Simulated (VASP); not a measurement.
# Pb16Se3S13 (P1) in VASP: single point with PBEsol

Aim: the single point of Pb16Se3S13 with PBEsol.

All numbers are computed with VASP 6.6.1; they aren't measurements. Logs are shortened: lines on timing, memory, paths and dates and some standing lists are left out, and cuts for length are marked.

## 1. The cell of the first run

The typed cell holds 64 atoms: a = 11.873 Å, b = 11.873 Å, c = 11.873 Å, α = 90.00°, β = 90.00°, γ = 90.00°.

## 2. Single point, PBEsol

The input, INCAR:

```
PREC = Accurate
ENCUT = 520
EDIFF = 1E-7
ISMEAR = -1
SIGMA = 0.05
LREAL = Auto
LASPH = True
NELM = 100
ALGO = Normal
ISIF = 2
LWAVE = False
LCHARG = False
GGA = PS
NBANDS = 358
ISYM = 0
LUSENCCL = False
```

The input, KPOINTS:

```
Automatic mesh
0
Gamma
  1 1 1
  0.25 0.25 0.25
```

The input, POSCAR:

```
Pb16Se3S13
1.0
   11.8725607183      0.0000000000      0.0000000000
    0.0000000000     11.8725607183      0.0000000000
    0.0000000000      0.0000000000     11.8725607183
S Se Pb
26 6 32
Direct
    0.2505100000      0.0005680000      0.9999000000
    0.2503470000      0.4992170000      0.9995410000
    0.2501730000      0.4998450000      0.5002250000
    0.7489940000      0.0004080000      0.0000820000
    0.7486800000      0.9997050000      0.4994380000
    0.7493230000      0.5002030000      0.4999030000
    0.0000660000      0.2501770000      0.0003230000
    0.9988130000      0.7490260000      0.4999090000
    0.4995550000      0.2497180000      0.9997160000
    0.5001620000      0.2502340000      0.4997300000
    0.4998110000      0.7502280000      0.9995640000
    0.5001580000      0.7495920000      0.5001560000
    0.9987970000      0.0003500000      0.2495530000
    0.9996260000      0.4995910000      0.2503320000
    0.0000870000      0.4998590000      0.7496530000
    0.5001610000      0.0003170000      0.2495210000
    0.5001710000      0.9997720000      0.7501510000
    0.4997060000      0.4996110000      0.2501560000
    0.4995890000      0.4997000000      0.7495300000
    0.2502480000      0.2502970000      0.2491560000
    0.2506960000      0.2505240000      0.7504840000
    0.2505950000      0.7491680000      0.7498620000
    0.7493940000      0.2496360000      0.2498850000
    0.7491270000      0.2499410000      0.7499160000
    0.7491500000      0.7501890000      0.2505880000
    0.7490700000      0.7498410000      0.7492610000
    0.2497190000      0.9999380000      0.4998810000
    0.7496880000      0.4998760000      0.9999000000
    0.9996240000      0.2499580000      0.5000110000
    0.9997290000      0.7500790000      0.9999340000
    0.9996320000      0.9999250000      0.7499980000
    0.2497980000      0.7497430000      0.2498690000
    0.0000070000      0.0035700000      0.0040730000
    0.9955130000      0.9956010000      0.4955850000
    0.0043740000      0.4965800000      0.0009340000
    0.0000860000      0.5032480000      0.4994520000
    0.4998060000      0.0003630000      0.0007670000
    0.5030890000      0.9995430000      0.4992740000
    0.4961240000      0.5000230000      0.0004760000
    0.4998620000      0.5005530000      0.4996970000
    0.2508420000      0.2499180000      0.9995260000
    0.2540560000      0.2538530000      0.5009080000
    0.2540670000      0.7502710000      0.9957060000
    0.2505840000      0.7461720000      0.5044000000
    0.7490180000      0.2460400000      0.9998040000
    0.7458130000      0.2497080000      0.5005310000
    0.7456760000      0.7542170000      0.9993190000
    0.7486320000      0.7499040000      0.5006120000
    0.2499630000      0.0043460000      0.2461510000
    0.2538610000      0.0005770000      0.7540130000
    0.2499040000      0.4960640000      0.2502610000
    0.2502530000      0.4994910000      0.7501950000
    0.7494980000      0.0005030000      0.2499600000
    0.7460930000      0.0002160000      0.7499780000
    0.7500120000      0.4993330000      0.2538900000
    0.7497860000      0.4997280000      0.7461040000
    0.9994210000      0.2506020000      0.2467620000
    0.9995340000      0.2540450000      0.7539930000
    0.9954030000      0.7495090000      0.2535830000
    0.9994050000      0.7458110000      0.7463380000
    0.5004210000      0.2503980000      0.2498260000
    0.5001340000      0.2506150000      0.7504390000
    0.5037140000      0.7499440000      0.2501890000
    0.5004440000      0.7494920000      0.7496630000
```

Potentials or basis: VASP PAW PBE potentials, release 64 (S, Se, Pb_d).

Command:

```
> cat potpaw_PBE.64/S/POTCAR potpaw_PBE.64/Se/POTCAR potpaw_PBE.64/Pb_d/POTCAR > POTCAR
> mpirun -np 1 vasp_std > vasp.out
```

OUTCAR:

```text
PREC = Accurate
   ENCUT = 520
   EDIFF = 1E-7
   ISMEAR = -1
   LREAL = Auto
   LASPH = True
   NELM = 100
   ISIF = 2
   GGA = PS
   ISYM = 0

 ion  position               nearest neighbor table
   1  0.251  0.001  1.000-  50 2.92  49 2.92  37 2.96  41 2.96  43 2.97  33 2.97
   2  0.250  0.499  1.000-  39 2.92  35 2.92  41 2.96  52 2.96  51 2.98  43 2.98
   3  0.250  0.500  0.500-  42 2.92  44 2.92  40 2.96  52 2.97  51 2.97  36 2.97
   4  0.749  0.000  0.000-  45 2.92  47 2.92  37 2.96  53 2.97  54 2.97  33 2.98
   5  0.749  1.000  0.499-  38 2.92  34 2.93  53 2.96  48 2.97  46 2.97  54 2.97
   6  0.749  0.500  0.500-  55 2.92  56 2.92  40 2.96  48 2.96  46 2.97  36 2.98
[... 55 lines left out ...]
  51  0.250  0.496  0.250-  20 2.92  18 2.97   3 2.97  14 2.97   2 2.98  32 3.01  42 4.14
  52  0.250  0.499  0.750-  21 2.96  19 2.96   2 2.96  22 2.96   3 2.97  15 2.97  44 4.13
  53  0.749  0.001  0.250-  23 2.96  13 2.96  16 2.96   5 2.96   4 2.97  25 2.97  34 4.13
  54  0.746  0.000  0.750-  17 2.92  24 2.97   4 2.97  26 2.97   5 2.97  31 3.01
  55  0.750  0.499  0.254-   6 2.92  14 2.96  23 2.96  18 2.97  25 2.98  28 3.02
  56  0.750  0.500  0.746-   6 2.92  24 2.97  26 2.97  19 2.97  15 2.97  28 3.01
  57  0.999  0.251  0.247-   7 2.93  14 2.96  23 2.97  13 2.97  20 2.98  29 3.01  33 4.11  35 4.13

  58  1.000  0.254  0.754-  15 2.92   7 2.92  24 2.97  21 2.98  29 3.02  31 3.02  35 4.11
  59  0.995  0.750  0.254-  25 2.92   8 2.92  14 2.97  13 2.98  30 3.01  32 3.02  34 4.10  36 4.13

  60  0.999  0.746  0.746-  15 2.92   8 2.93  26 2.97  22 2.98  30 3.01  31 3.02  36 4.11
  61  0.500  0.250  0.250-  23 2.96  18 2.96  10 2.97  16 2.97   9 2.97  20 2.97
  62  0.500  0.251  0.750-  24 2.96  19 2.96   9 2.96  21 2.96  10 2.98  17 2.98
  63  0.504  0.750  0.250-  25 2.91  12 2.97  18 2.97  16 2.97  11 2.98  32 3.01  47 4.14
  64  0.500  0.749  0.750-  26 2.95  12 2.96  19 2.97  22 2.97  11 2.97  17 2.97  43 4.13

IMPORTANT INFORMATION: All symmetrisations will be switched off!
NOSYMM: (Re-)initialisation of all symmetry stuff for point group C_1.

----------------------------------------------------------------------------------------

                                     Primitive cell

  volume of cell :    1673.5288

  direct lattice vectors                    reciprocal lattice vectors
    11.872560718  0.000000000  0.000000000     0.084227828  0.000000000  0.000000000
     0.000000000 11.872560718  0.000000000     0.000000000  0.084227828  0.000000000
     0.000000000  0.000000000 11.872560718     0.000000000  0.000000000  0.084227828

  length of vectors
    11.872560718 11.872560718 11.872560718     0.084227828  0.084227828  0.084227828

  position of ions in fractional coordinates (direct lattice)
     0.250510000  0.000568000  0.999900000
     0.250347000  0.499217000  0.999541000
     0.250173000  0.499845000  0.500225000
     0.748994000  0.000408000  0.000082000
     0.748680000  0.999705000  0.499438000
     0.749323000  0.500203000  0.499903000
[... 56 lines left out ...]
     0.503714000  0.749944000  0.250189000
     0.500444000  0.749492000  0.749663000

  ion indices of the primitive-cell ions
   primitive index   ion index
                 1           1
                 2           2
                 3           3
                 4           4
                 5           5
                 6           6
[... 56 lines left out ...]
                63          63
                64          64

----------------------------------------------------------------------------------------

 KPOINTS: Automatic mesh

Automatic generation of k-mesh.
 Grid dimensions read from file:
 generate k-points for:    1    1    1

 Generating k-lattice:

  Cartesian coordinates                     Fractional coordinates (reciprocal lattice)
     0.084227828  0.000000000  0.000000000     1.000000000  0.000000000  0.000000000
     0.000000000  0.084227828  0.000000000     0.000000000  1.000000000  0.000000000
     0.000000000  0.000000000  0.084227828     0.000000000  0.000000000  1.000000000

  Length of vectors
     0.084227828  0.084227828  0.084227828

  Shift w.r.t. Gamma in fractional coordinates (k-lattice)
     0.250000000  0.250000000  0.250000000

 Subroutine IBZKPT returns following result:
 ===========================================

 Found      4 irreducible k-points:

 Following reciprocal coordinates:
            Coordinates               Weight
  0.250000  0.250000  0.250000      2.000000
 -0.250000  0.250000  0.250000      2.000000
 -0.250000 -0.250000  0.250000      2.000000
  0.250000 -0.250000  0.250000      2.000000
   k-points           NKPTS =      4   k-points in BZ     NKDIM =      4   number of bands    NBANDS=    358
   number of dos      NEDOS =    301   number of ions     NIONS =     64
   total plane-waves  NPLWV = 729000
   dimension x,y,z NGX =    90 NGY =   90 NGZ =   90
   dimension x,y,z NGXF=   180 NGYF=  180 NGZF=  180
   ions per type =              26   6  32
   NGX,Y,Z   is equivalent  to a cutoff of  12.60, 12.60, 12.60 a.u.
   NGXF,Y,Z  is equivalent  to a cutoff of  25.20, 25.20, 25.20 a.u.
 SYSTEM =  unknown system
   PREC   = accura    normal or accurate (medium, high low for compatibility)
   ISTART =      0    job   : 0-new  1-cont  2-samecut
   ICHARG =      2    charge: 1-file 2-atom 10-const
   ISPIN  =      1    spin polarized calculation?
   LNONCOLLINEAR =      F non collinear calculations
   LSORBIT =      F    spin-orbit coupling
   LASPH  =      T    aspherical Exc in radial PAW
   ENCUT  =  520.0 eV  38.22 Ry    6.18 a.u.  22.08 22.08 22.08*2*pi/ulx,y,z
   NELM   =    100;   NELMIN=  2; NELMDL= -5     # of ELM steps
   EDIFF  = 0.1E-06   stopping-criterion for ELM
   LREAL  =      T    real-space projection
   EDIFFG = 0.1E-05   stopping-criterion for IOM
   NSW    =      0    number of steps for IOM
   IBRION =     -1    ionic relax: 0-MD 1-quasi-New 2-CG
   NFREE  =      0    steps in history (QN), initial steepest desc. (CG)
   ISIF   =      2    stress and relaxation
   ISYM   =      0    0-nonsym 1-usesym 2-fastsym
   POTIM  = 0.5000    time-step for ionic-motion
   TEBEG  =    0.0;   TEEND  =   0.0 temperature during run
   PSTRESS=    0.0 pullay stress
   NELECT =     640.0000    total number of electrons
   NUPDOWN=      -1.0000    fix difference up-down
   EMIN   =  10.00;   EMAX   =-10.00  energy-range for DOS
   EFERMI =   0.00;   METHOD = LEGACY
   ISMEAR =    -1;   SIGMA  =   0.05  broadening in eV -4-tet -1-fermi 0-gaus
   EFERMI_NEDOS =   21; number of points for ismear=-14 and -15
   IALGO  =     38    algorithm
   IMIX   =      4    mixing-type and parameters
     AMIX     =   0.40;   BMIX     =  1.00
     AMIX_MAG =   1.60;   BMIX_MAG =  1.00
  volume/ion in A,a.u.               =      26.15       176.46
  Fermi-wavevector in a.u.,A,eV,Ry     =   1.188294  2.245549 19.211993  1.412042
  Thomas-Fermi vector in A             =   2.324426
   LORBIT       =      0    0 simple, 1 ext, 2 COOP (PROOUT), +10 PAW based schemes
   GGA     = PS    functional components
   LHFCALC =     F    Hartree Fock is set to
   AEXX    =    0.0000 exact exchange contribution
   IVDW    =     0    specifies the selected vdW correction
   LEPSILON=     F    determine dielectric tensor
   LRPA    =     F    only Hartree local field effects (RPA)
 non-spin polarized calculation
  energy-cutoff  :      520.00
  volume of cell :     1673.53
 maximum number of plane-waves:     45061
 NGX is ok and might be reduce to    90
   NGX = 45   NGY = 45   NGZ = 45

 number of electron     640.0000063 magnetization

 Free energy of the ion-electron system (eV)
  ---------------------------------------------------
  ext. energy  EPLUGINS =         0.00000000
  ---------------------------------------------------
  free energy    TOTEN  =      -299.81644893 eV

  energy without entropy =     -299.81644742  energy(sigma->0) =     -299.81644818

 E-fermi :   5.9884     XC(G=0):  -9.9294

 val. band max:        5.2336967445   @ k =  -0.2500   0.2500   0.2500
 cond. band min:       6.7209844421   @ k =   0.2500  -0.2500   0.2500
 fundamental gap:      1.4872876975
 Fermi energy:         5.9883741543

 k-point     1 :       0.2500    0.2500    0.2500
  band No.  band energies     occupation
      1     -11.1841      2.00000
      2     -11.1800      2.00000
      3     -11.1749      2.00000
      4     -11.1566      2.00000
      5     -11.1518      2.00000
      6     -11.1485      2.00000
[... 324 lines left out ...]
    331       7.4549      0.00000
    332       7.4643      0.00000

 k-point     2 :      -0.2500    0.2500    0.2500
  band No.  band energies     occupation
      1     -11.1840      2.00000
      2     -11.1800      2.00000
      3     -11.1748      2.00000
      4     -11.1569      2.00000
      5     -11.1522      2.00000
      6     -11.1482      2.00000
[... 324 lines left out ...]
    331       7.4621      0.00000
    332       7.4744      0.00000

 k-point     3 :      -0.2500   -0.2500    0.2500
  band No.  band energies     occupation
      1     -11.1841      2.00000
      2     -11.1800      2.00000
      3     -11.1747      2.00000
      4     -11.1569      2.00000
      5     -11.1520      2.00000
      6     -11.1483      2.00000
[... 324 lines left out ...]
    331       7.4574      0.00000
    332       7.4714      0.00000

 k-point     4 :       0.2500   -0.2500    0.2500
  band No.  band energies     occupation
      1     -11.1841      2.00000
      2     -11.1800      2.00000
      3     -11.1748      2.00000
      4     -11.1571      2.00000
      5     -11.1520      2.00000
      6     -11.1477      2.00000
[... 324 lines left out ...]
    331       7.4504      0.00000
    332       7.4711      0.00000
 [bands above 332 left out]

------------------------ aborting loop because EDIFF is reached ----------------------------------------

  FORCE on cell =-STRESS in cart. coord.  units (eV):
  Direction    XX          YY          ZZ          XY          YZ          ZX
  --------------------------------------------------------------------------------------
  -------------------------------------------------------------------------------------
  Total       -0.2997986     -0.3358299     -0.3493977      0.0189488     -0.0044989      0.0329188
  in kB       -0.2870166     -0.3215116     -0.3345010      0.0181409     -0.0043071      0.0315153
  external PRESSURE =      -0.3143431 kB  Pullay stress =       0.0000000 kB

 VOLUME and BASIS-vectors are now :
 -----------------------------------------------------------------------------
  energy-cutoff  :      520.00
  volume of cell :     1673.53
      direct lattice vectors                 reciprocal lattice vectors
    11.872560718  0.000000000  0.000000000     0.084227828  0.000000000  0.000000000
     0.000000000 11.872560718  0.000000000     0.000000000  0.084227828  0.000000000
     0.000000000  0.000000000 11.872560718     0.000000000  0.000000000  0.084227828

 POSITION                                       TOTAL-FORCE (eV/Angst)
 -----------------------------------------------------------------------------------
      2.97420      0.00674     11.87137         0.001528      0.001296      0.001575
      2.97226      5.92698     11.86711         0.002064      0.003713      0.004841
      2.97019      5.93444      5.93895         0.002167      0.001696      0.001084
      8.89248      0.00484      0.00097        -0.001973     -0.001103      0.001586
      8.88875     11.86906      5.92961        -0.000842     -0.002580      0.004330
      8.89638      5.93869      5.93513        -0.002249     -0.001344      0.000757
[... 56 lines left out ...]
      5.98038      8.90376      2.97038         0.005942     -0.001696      0.002263
      5.94155      8.89839      8.90042        -0.003200     -0.005422     -0.004418
 -----------------------------------------------------------------------------------
    total drift:                                0.022229      0.003700     -0.006299

  FREE ENERGIE OF THE ION-ELECTRON SYSTEM (eV)
  ---------------------------------------------------
  free  energy   TOTEN  =      -299.8164489342 eV

  energy  without entropy=     -299.8164474237  energy(sigma->0) =     -299.81644818
```

It took 6 min on 1 × NVIDIA H100 80GB with 1 thread of AMD EPYC 7R13 (Zen 3), shared host; peak memory 2.9 GiB.

Results:

```
Free energy            : -299.8164 eV
Pressure               : 0.0 GPa
Largest force          : 0.016 eV/Å
Band gap on the k mesh : 1.49 eV
```

Forces in eV/Å, atoms in the order of the input:
```
S    0.002  0.001  0.002
S    0.002  0.004  0.005
S    0.002  0.002  0.001
S   -0.002 -0.001  0.002
S   -0.001 -0.003  0.004
S   -0.002 -0.001  0.001
S    0.001 -0.003  0.005
S    0.003 -0.002  0.002
S    0.000 -0.001  0.005
S   -0.001  0.004  0.002
S    0.000  0.003 -0.001
S    0.001 -0.004  0.001
S    0.003 -0.001 -0.001
S    0.001 -0.001  0.002
S    0.002  0.000 -0.002
S    0.002  0.002 -0.001
S   -0.001  0.002  0.002
S    0.002  0.000  0.004
S   -0.001  0.004 -0.001
S   -0.001  0.001  0.007
S   -0.006 -0.001  0.000
S   -0.004  0.004  0.004
S   -0.001  0.002  0.002
S    0.002  0.001  0.002
S    0.004 -0.001 -0.005
S    0.004  0.001  0.005
Se   0.010  0.001  0.004
Se   0.010  0.002  0.003
Se  -0.001  0.002 -0.003
Se   0.001 -0.002 -0.002
Se   0.000  0.001  0.001
Se   0.006  0.012  0.006
Pb   0.002  0.003  0.005
Pb  -0.011 -0.005 -0.010
Pb  -0.008  0.001 -0.006
Pb   0.002  0.006  0.000
Pb  -0.002 -0.003 -0.011
Pb   0.002  0.002  0.003
Pb  -0.008 -0.004  0.002
Pb  -0.004 -0.012  0.005
Pb   0.007  0.000 -0.004
Pb   0.006  0.002  0.000
Pb  -0.002  0.000  0.003
Pb   0.002 -0.001 -0.006
Pb   0.002 -0.001 -0.002
Pb  -0.003 -0.005 -0.002
Pb  -0.004  0.004 -0.001
Pb  -0.003  0.006  0.002
Pb  -0.002 -0.008 -0.003
Pb   0.006  0.002  0.004
Pb  -0.003 -0.005 -0.003
Pb   0.003 -0.002 -0.001
Pb  -0.006 -0.001  0.000
Pb  -0.006  0.001 -0.005
Pb   0.001  0.002  0.002
Pb  -0.001 -0.001 -0.002
Pb  -0.004 -0.003 -0.012
Pb   0.005  0.010  0.003
Pb   0.001 -0.003 -0.001
Pb  -0.004 -0.009 -0.009
Pb  -0.001  0.003 -0.005
Pb  -0.003  0.002  0.001
Pb   0.006 -0.002  0.002
Pb  -0.003 -0.005 -0.004
```

Levels at points of the mesh, in eV from the valence-band top:
| k point | band 317 | band 318 | band 319 | band 320 | band 321 | band 322 | band 323 | band 324 |
| --- | --- | --- | --- | --- | --- | --- | --- | --- |
| (0.25, 0.25, 0.25) | -0.10 | -0.09 | -0.04 | -0.01 | 1.49 | 1.66 | 1.68 | 1.70 |

Caveat: the PAW data sets were made with another functional, which shifts forces and pressure a little; spin-orbit coupling is left out, which moves the levels of the heavy elements; a shifted mesh leaves out Γ, where band edges can lie. A k mesh can miss the band edges.
